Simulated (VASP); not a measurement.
The system is AlNi3.

```
Al Ni
1.0
     0.00000    2.83617    2.83617
     2.83617    0.00000    2.83617
     2.83617    2.83617    0.00000
Al Ni
1 3
Direct
  0.50000 0.50000 0.50000
  0.25000 0.25000 0.25000
  0.00000 0.00000 0.00000
  0.75000 0.75000 0.75000
```

- Program: VASP 6.6.1
- Task: relaxation of cell and atoms
- Functional: LDA
- Potentials or basis: VASP PAW LDA potentials, release 64 (Al, Ni)
- Cutoff: 600 eV
- k mesh: 14 × 14 × 14
- Occupations: gaussian, width 0.1 eV
- Spin: no spin polarisation

At the start: pressure -13.2 GPa; volume 11.41 Å³/atom.

Question: How do energy, volume and symmetry change on relaxing?

Answer: Over 3 steps the energy falls by 35.6 meV/atom and the volume is 10.61 Å³/atom (-7.0 %); space group Fm-3m (No. 225, to 0.05 Å).

Step by step:
```tsv
step	energy change (eV)	largest force (eV/Å)	pressure (GPa)	volume (Å³)
1	0.0000	0.0000	-13.21	45.63
2	-0.0061	0.0000	17.12	39.69
3	-0.1424	0.0000	-0.07	42.45
```

Final structure:
```
CELL_PARAMETERS angstrom
0.00000 2.76883 2.76883
2.76883 0.00000 2.76883
2.76883 2.76883 0.00000
ATOMIC_POSITIONS crystal
Al 0.50000 0.50000 0.50000
Ni 0.25000 0.25000 0.25000
Ni 0.00000 0.00000 0.00000
Ni 0.75000 0.75000 0.75000
```
